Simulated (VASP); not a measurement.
# TiC (R-3m) in VASP: further runs

Runs on TiC. Level: PBE. Tasks: single point.

Everything below comes from runs of VASP 6.6.1. Logs are shortened: lines on timing, memory, paths and dates and some standing lists are left out, and cuts for length are marked.

## Step 1: The cell of the first run

It takes space group R-3m (No. 166, trigonal). The conventional cell has a = 3.045 Å, b = 3.045 Å, c = 7.571 Å, α = 90.00°, β = 90.00°, γ = 120.00°. Within 2.9 Å of Ti (site symmetry -3m) lie 6 C at 2.16 Å. Within 2.9 Å of C (site symmetry -3m) lie 6 Ti at 2.16 Å.

## Step 2: Single point, PBE (equal xy, yz and zx shear strains of +1 %)

Contents of INCAR:

```
ALGO     = Normal         # electronic algorithm
EDIFF    = 1E-7           # SCF threshold, eV
ENCUT    = 520            # plane-wave cutoff, eV
GGA      = PE             # functional
ISIF     = 2              # what is computed and relaxed
ISMEAR   = -1             # smearing method
LASPH    = True           # aspherical terms in the spheres
LCHARG   = False          # write CHGCAR
LREAL    = False          # projectors in reciprocal space
LWAVE    = False          # write WAVECAR
NBANDS   = 15             # bands
NELM     = 80             # most SCF steps
PREC     = Accurate       # precision mode
SIGMA    = 0.03           # smearing width, eV
```

Contents of KPOINTS:

```
k-points
0
Gamma
  16 16 16
```

Contents of POSCAR:

```
TiC
1.0
    0.0216400000      2.1748200000      2.1748200000
    2.1748200000      0.0216400000      2.1748200000
    2.1748200000      2.1748200000      0.0216400000
Ti C
1 1
Direct
    0.0000000000      0.0000000000      0.0000000000
    0.5000000000      0.5000000000      0.5000000000
```

Potentials or basis: VASP PAW PBE potentials, release 64 (Ti_sv, C).

On the command line:

```console
> cat potpaw_PBE.64/Ti_sv/POTCAR potpaw_PBE.64/C/POTCAR > POTCAR
> mpirun -np 1 vasp_std > vasp.out
```

OUTCAR:

```text
EDIFF = 1E-7
   ENCUT = 520
   GGA = PE
   ISIF = 2
   ISMEAR = -1
   LASPH = True
   LREAL = False
   NELM = 80
   PREC = Accurate

 ion  position               nearest neighbor table
   1  0.000  0.000  0.000-   2 2.16   2 2.16   2 2.16   2 2.16   2 2.16   2 2.16
   2  0.500  0.500  0.500-   1 2.16   1 2.16   1 2.16   1 2.16   1 2.16   1 2.16

  LATTYP: Found a trigonal (rhomboedric) cell.
 ALAT       =     3.0757360671
 COS(alpha) =     0.5099250056

  Lattice vectors:

 A1 = (   0.0216400000,   2.1748200000,   2.1748200000)
 A2 = (   2.1748200000,   0.0216400000,   2.1748200000)
 A3 = (   2.1748200000,   2.1748200000,   0.0216400000)

Analysis of symmetry for initial positions (statically):
=====================================================================
 Subroutine PRICEL returns:
 Original cell was already a primitive cell.

 Routine SETGRP: Setting up the symmetry group for a
 trigonal (rhombohedral) supercell.

 Subroutine GETGRP returns: Found 12 space group operations
 (whereof 12 operations were pure point group operations)
 out of a pool of 12 trial point group operations.

The static configuration has the point symmetry D_3d.

Analysis of symmetry for dynamics (positions and initial velocities):
=====================================================================
 Subroutine PRICEL returns:
 Original cell was already a primitive cell.

 Routine SETGRP: Setting up the symmetry group for a
 trigonal (rhombohedral) supercell.

 Subroutine GETGRP returns: Found 12 space group operations
 (whereof 12 operations were pure point group operations)
 out of a pool of 12 trial point group operations.

The dynamic configuration has the point symmetry D_3d.

 Subroutine INISYM returns: Found 12 space group operations
 (whereof 12 operations are pure point group operations),
 and found     1 'primitive' translations

----------------------------------------------------------------------------------------

                                     Primitive cell

  volume of cell :      20.2661

  direct lattice vectors                    reciprocal lattice vectors
     0.021640000  2.174820000  2.174820000    -0.233364255  0.231065100  0.231065100
     2.174820000  0.021640000  2.174820000     0.231065100 -0.233364255  0.231065100
     2.174820000  2.174820000  0.021640000     0.231065100  0.231065100 -0.233364255

  length of vectors
     3.075736067  3.075736067  3.075736067     0.401548299  0.401548299  0.401548299

  position of ions in fractional coordinates (direct lattice)
     0.000000000  0.000000000  0.000000000
     0.500000000  0.500000000  0.500000000

  ion indices of the primitive-cell ions
   primitive index   ion index
                 1           1
                 2           2

----------------------------------------------------------------------------------------

 KPOINTS: k-points

Automatic generation of k-mesh.
 Grid dimensions read from file:
 generate k-points for:   16   16   16

 Generating k-lattice:

  Cartesian coordinates                     Fractional coordinates (reciprocal lattice)
    -0.014585266  0.014441569  0.014441569     0.062500000  0.000000000 -0.000000000
     0.014441569 -0.014585266  0.014441569     0.000000000  0.062500000 -0.000000000
     0.014441569  0.014441569 -0.014585266     0.000000000  0.000000000  0.062500000

  Length of vectors
     0.025096769  0.025096769  0.025096769

  Shift w.r.t. Gamma in fractional coordinates (k-lattice)
     0.000000000  0.000000000  0.000000000

 Subroutine IBZKPT returns following result:
 ===========================================

 Found    417 irreducible k-points:

 Following reciprocal coordinates:
            Coordinates               Weight
  0.000000  0.000000  0.000000      1.000000
  0.062500  0.000000  0.000000      6.000000
  0.125000  0.000000  0.000000      6.000000
  0.187500  0.000000 -0.000000      6.000000
  0.250000  0.000000  0.000000      6.000000
  0.312500  0.000000  0.000000      6.000000
[... 16 lines left out ...]
 -0.125000  0.062500  0.000000     12.000000
 -0.062500  0.062500  0.000000      6.000000
 [... further k-points ...]
   k-points           NKPTS =    417   k-points in BZ     NKDIM =    417   number of bands    NBANDS=     15
   number of dos      NEDOS =    301   number of ions     NIONS =      2
   total plane-waves  NPLWV =  13824
   dimension x,y,z NGX =    24 NGY =   24 NGZ =   24
   dimension x,y,z NGXF=    48 NGYF=   48 NGZF=   48
   ions per type =               1   1
   NGX,Y,Z   is equivalent  to a cutoff of  12.97, 12.97, 12.97 a.u.
   NGXF,Y,Z  is equivalent  to a cutoff of  25.94, 25.94, 25.94 a.u.
 SYSTEM =  unknown system
   PREC   = accura    normal or accurate (medium, high low for compatibility)
   ISTART =      0    job   : 0-new  1-cont  2-samecut
   ICHARG =      2    charge: 1-file 2-atom 10-const
   ISPIN  =      1    spin polarized calculation?
   LNONCOLLINEAR =      F non collinear calculations
   LSORBIT =      F    spin-orbit coupling
   LASPH  =      T    aspherical Exc in radial PAW
   ENCUT  =  520.0 eV  38.22 Ry    6.18 a.u.   5.72  5.72  5.72*2*pi/ulx,y,z
   NELM   =     80;   NELMIN=  2; NELMDL= -5     # of ELM steps
   EDIFF  = 0.1E-06   stopping-criterion for ELM
   LREAL  =      F    real-space projection
   EDIFFG = 0.1E-05   stopping-criterion for IOM
   NSW    =      0    number of steps for IOM
   IBRION =     -1    ionic relax: 0-MD 1-quasi-New 2-CG
   NFREE  =      0    steps in history (QN), initial steepest desc. (CG)
   ISIF   =      2    stress and relaxation
   ISYM   =      2    0-nonsym 1-usesym 2-fastsym
   POTIM  = 0.5000    time-step for ionic-motion
   TEBEG  =    0.0;   TEEND  =   0.0 temperature during run
   PSTRESS=    0.0 pullay stress
   NELECT =      16.0000    total number of electrons
   NUPDOWN=      -1.0000    fix difference up-down
   EMIN   =  10.00;   EMAX   =-10.00  energy-range for DOS
   EFERMI =   0.00;   METHOD = LEGACY
   ISMEAR =    -1;   SIGMA  =   0.03  broadening in eV -4-tet -1-fermi 0-gaus
   EFERMI_NEDOS =   21; number of points for ismear=-14 and -15
   IALGO  =     38    algorithm
   IMIX   =      4    mixing-type and parameters
     AMIX     =   0.40;   BMIX     =  1.00
     AMIX_MAG =   1.60;   BMIX_MAG =  1.00
  volume/ion in A,a.u.               =      10.13        68.38
  Fermi-wavevector in a.u.,A,eV,Ry     =   1.513068  2.859284 31.148827  2.289374
  Thomas-Fermi vector in A             =   2.622908
   LORBIT       =      0    0 simple, 1 ext, 2 COOP (PROOUT), +10 PAW based schemes
   GGA     = PE    functional components
   LHFCALC =     F    Hartree Fock is set to
   AEXX    =    0.0000 exact exchange contribution
   IVDW    =     0    specifies the selected vdW correction
   LEPSILON=     F    determine dielectric tensor
   LRPA    =     F    only Hartree local field effects (RPA)
 non-spin polarized calculation
  energy-cutoff  :      520.00
  volume of cell :       20.27
 maximum number of plane-waves:       556
   NGX = 11   NGY = 11   NGZ = 11

 number of electron      16.0000001 magnetization

 Free energy of the ion-electron system (eV)
  ---------------------------------------------------
  ext. energy  EPLUGINS =         0.00000000
  ---------------------------------------------------
  free energy    TOTEN  =       -18.70571695 eV

  energy without entropy =      -18.70456606  energy(sigma->0) =      -18.70514150

 E-fermi :   9.4384     XC(G=0): -12.7107

 val. band max:        9.4294840790   @ k =   0.3750   0.3125   0.0000
 cond. band min:       9.4468156667   @ k =   0.1250   0.0625   0.0625
 fundamental gap:      0.0173315877
 Fermi energy:         9.4383840055

 k-point     1 :       0.0000    0.0000    0.0000
  band No.  band energies     occupation
      1     -47.1404      2.00000
      2     -23.1704      2.00000
      3     -23.1594      2.00000
      4     -23.1594      2.00000
      5      -2.9675      2.00000
      6      10.0413      0.00000
      7      10.1812      0.00000
      8      10.1812      0.00000
      9      11.0368      0.00000
     10      11.1620      0.00000
     11      11.1620      0.00000
     12      11.1647      0.00000
     13      11.1647      0.00000
     14      19.9608      0.00000
     15      23.4864      0.00000

 k-point     2 :       0.0625    0.0000    0.0000
  band No.  band energies     occupation
      1     -47.1376      2.00000
      2     -23.1815      2.00000
      3     -23.1701      2.00000
      4     -23.1615      2.00000
      5      -2.8782      2.00000
      6       9.7210      0.00016
      7       9.8518      0.00000
      8       9.9849      0.00000
      9      10.4268      0.00000
     10      10.4774      0.00000
     11      11.3821      0.00000
     12      12.1260      0.00000
     13      12.1750      0.00000
     14      20.1222      0.00000
     15      23.5256      0.00000

 k-point     3 :       0.1250    0.0000    0.0000
  band No.  band energies     occupation
      1     -47.1295      2.00000
      2     -23.2372      2.00000
      3     -23.1759      2.00000
      4     -23.1673      2.00000
      5      -2.6160      2.00000
      6       8.8458      2.00000
      7       9.0849      1.99998
      8       9.2033      1.99921
      9      10.4954      0.00000
     10      10.5730      0.00000
     11      11.7027      0.00000
     12      13.2001      0.00000
     13      13.2374      0.00000
     14      20.5126      0.00000
     15      23.5543      0.00000
[... 343 lines left out ...]
 k-point    23 :      -0.1250    0.0625    0.0000
  band No.  band energies     occupation
      1     -47.1235      2.00000
      2     -23.2709      2.00000
      3     -23.1891      2.00000
      4     -23.1702      2.00000
      5      -2.4193      2.00000
      6       8.3466      2.00000
      7       8.5953      2.00000
      8       8.8907      2.00000
      9      10.4004      0.00000
     10      10.9866      0.00000
     11      12.0011      0.00000
     12      13.0819      0.00000
     13      14.1879      0.00000
     14      20.7724      0.00000
     15      23.5422      0.00000

 k-point    24 :      -0.0625    0.0625    0.0000
  band No.  band energies     occupation
      1     -47.1329      2.00000
      2     -23.2080      2.00000
      3     -23.1780      2.00000
      4     -23.1657      2.00000
      5      -2.7315      2.00000
      6       9.2496      1.99631
      7       9.3619      1.85519
      8       9.4653      0.57938
      9      10.2016      0.00000
     10      10.8087      0.00000
     11      11.7101      0.00000
     12      12.3026      0.00000
     13      13.1345      0.00000
     14      20.3700      0.00000
     15      23.5656      0.00000

 [... further k-points ...]

------------------------ aborting loop because EDIFF is reached ----------------------------------------

  FORCE on cell =-STRESS in cart. coord.  units (eV):
  Direction    XX          YY          ZZ          XY          YZ          ZX
  --------------------------------------------------------------------------------------
  -------------------------------------------------------------------------------------
  Total        0.1397087      0.1397087      0.1397087     -0.2050106     -0.2050106     -0.2050106
  in kB       11.0449724     11.0449724     11.0449724    -16.2075560    -16.2075560    -16.2075560
  external PRESSURE =      11.0449724 kB  Pullay stress =       0.0000000 kB

 VOLUME and BASIS-vectors are now :
 -----------------------------------------------------------------------------
  energy-cutoff  :      520.00
  volume of cell :       20.27
      direct lattice vectors                 reciprocal lattice vectors
     0.021640000  2.174820000  2.174820000    -0.233364255  0.231065100  0.231065100
     2.174820000  0.021640000  2.174820000     0.231065100 -0.233364255  0.231065100
     2.174820000  2.174820000  0.021640000     0.231065100  0.231065100 -0.233364255

 POSITION                                       TOTAL-FORCE (eV/Angst)
 -----------------------------------------------------------------------------------
      0.00000      0.00000      0.00000         0.000000     -0.000000      0.000000
      2.18564      2.18564      2.18564        -0.000000      0.000000     -0.000000
 -----------------------------------------------------------------------------------
    total drift:                                0.000000     -0.000000     -0.000000

  FREE ENERGIE OF THE ION-ELECTRON SYSTEM (eV)
  ---------------------------------------------------
  free  energy   TOTEN  =       -18.7057169469 eV

  energy  without entropy=      -18.7045660613  energy(sigma->0) =      -18.70514150
```

Wall time 72 s (1 thread of Intel Xeon Platinum 8488C (Sapphire Rapids), shared host); peak memory 0.24 GiB.

What came out:

```yaml
Free_energy: -18.7057 eV
Pressure: 1.1 GPa
Band_gap_on_the_k_mesh: zero (band 8 reaches 10.18 eV, above the bottom of band 9 at 9.09 eV)
```

Stress tensor (GPa, compression positive):
```
 1.10 -1.62 -1.62
-1.62  1.10 -1.62
-1.62 -1.62  1.10
```

Caveat: the cell differs from its parent crystal (equal xy, yz and zx shear strains of +1 %).

## Step 3: Single point, PBE (equal xy, yz and zx shear strains of +3 %)

Contents of INCAR:

```
SYSTEM = TiC
PREC = Accurate
ENCUT = 520
EDIFF = 1E-7
ISMEAR = -1
SIGMA = 0.03
LREAL = .FALSE.
LASPH = .TRUE.
NELM = 100
ALGO = Normal
ISIF = 2
LWAVE = .FALSE.
LCHARG = .TRUE.
GGA = PE
LELF = .TRUE.
LVHAR = .TRUE.
NBANDS = 15
```

Contents of KPOINTS:

```
Automatic mesh
0
G
  16 16 16
  0 0 0
```

Contents of POSCAR:

```
TiC
1.0
    0.0649200000      2.1964600000      2.1964600000
    2.1964600000      0.0649200000      2.1964600000
    2.1964600000      2.1964600000      0.0649200000
Ti C
1 1
Direct
    0.0000000000      0.0000000000      0.0000000000
    0.5000000000      0.5000000000      0.5000000000
```

Potentials or basis: VASP PAW PBE potentials, release 64 (Ti_sv, C).

On the command line:

```console
> cat potpaw_PBE.64/Ti_sv/POTCAR potpaw_PBE.64/C/POTCAR > POTCAR
> mpirun -np 1 vasp_std > vasp.out
```

Wall time 92 s (1 thread of Intel Xeon Platinum 8488C (Sapphire Rapids), shared host); peak memory 0.24 GiB.

Results (log left out):

```
Free energy            : -18.6802 eV
Pressure               : 1.3 GPa
Band gap on the k mesh : zero (band 8 reaches 10.27 eV, above the bottom of band 9 at 9.20 eV)
```

Stress tensor (GPa, compression positive):
```
 1.27 -5.23 -5.23
-5.23  1.27 -5.23
-5.23 -5.23  1.27
```

Levels at points of the mesh, in eV from the Fermi level:
| k point | band 4 | band 5 | band 6 | band 7 | band 8 | band 9 | band 10 | band 11 | band 12 | band 13 |
| --- | --- | --- | --- | --- | --- | --- | --- | --- | --- | --- |
| (0.00, 0.00, 0.00) | -32.61 | -12.44 | 0.39 | 0.79 | 0.79 | 1.39 | 1.72 | 1.72 | 1.79 | 1.79 |
| (0.50, 0.00, 0.00) | -32.68 | -8.87 | -5.87 | -3.21 | -2.79 | 2.72 | 3.09 | 4.21 | 8.08 | 8.10 |
| (0.50, 0.50, 0.00) | -32.78 | -10.14 | -3.46 | -1.65 | -0.25 | 0.14 | 2.68 | 3.49 | 3.52 | 5.78 |
| (0.50, 0.50, 0.50) | -32.65 | -9.18 | -5.89 | -2.66 | -2.66 | 2.80 | 2.80 | 3.88 | 8.01 | 8.01 |

Caveat: the cell differs from its parent crystal (equal xy, yz and zx shear strains of +3 %).
